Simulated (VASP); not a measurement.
Wanted: the native input for a VASP 6.6.1 run.

* Task: electric field gradients
* Functional: PBEsol
* Potentials or basis: VASP PAW PBE potentials, release 64 (Mg, I)
* Cutoff: 520 eV
* k mesh: 7 × 7 × 4
* Occupations: fermi-dirac, width 0.03 eV
* Spin: no spin polarisation
* Dipole correction: no
* Further INCAR settings: ALGO = Normal; EDIFF = 1e-08; NBANDS = 15

The structure of MgI2 lies in POSCAR:

```
MgI2
1.0
    4.1674998910      0.0000000000      0.0000000000
   -2.0837499455      3.6091607758      0.0000000000
    0.0000000000      0.0000000000      6.8847975097
Mg I
1 2
Direct
    0.0000000000      0.0000000000      0.0000000000
    0.3333333333      0.6666666667      0.7576300000
    0.6666666667      0.3333333333      0.2423700000
```

This cell differs from its parent crystal: volume scaled by 1.01.

One way to write it, as run:

INCAR

```
SYSTEM = MgI2
PREC = Accurate
ENCUT = 520
EDIFF = 1E-8
ISMEAR = -1
SIGMA = 0.03
LREAL = .FALSE.
LASPH = .TRUE.
NELM = 60
ALGO = Normal
ISIF = 2
LWAVE = .FALSE.
LCHARG = .FALSE.
GGA = PS
LEFG = .TRUE.
NBANDS = 15
```

KPOINTS

```
Automatic mesh
0
G
  7 7 4
  0 0 0
```

Potentials or basis: VASP PAW PBE potentials, release 64 (Mg, I).

Command:

```sh
$ cat potpaw_PBE.64/Mg/POTCAR potpaw_PBE.64/I/POTCAR > POTCAR
$ mpirun -np 1 vasp_std > vasp.out
```

It gave:

```json
{"Pressure": "-0.5 GPa", "Largest force": "0.086 eV/Å", "Band gap on the k mesh": "3.46 eV, indirect (least direct gap 3.53 eV)"}
```

Caveat: without QUAD_EFG the Cq values of the log hold for a quadrupole moment of 1 mb, not for the nuclei; the PAW data sets were made with another functional, which shifts forces and pressure a little; spin-orbit coupling is left out, which moves the levels of the heavy elements; this functional lacks dispersion, which binds the layers, so the pressure and a relaxed spacing across them are unreliable.

It took 20 s on 1 thread of Intel(R) Xeon(R) 6975P-C (Granite Rapids), on a shared host, peak memory 0.23 GiB.
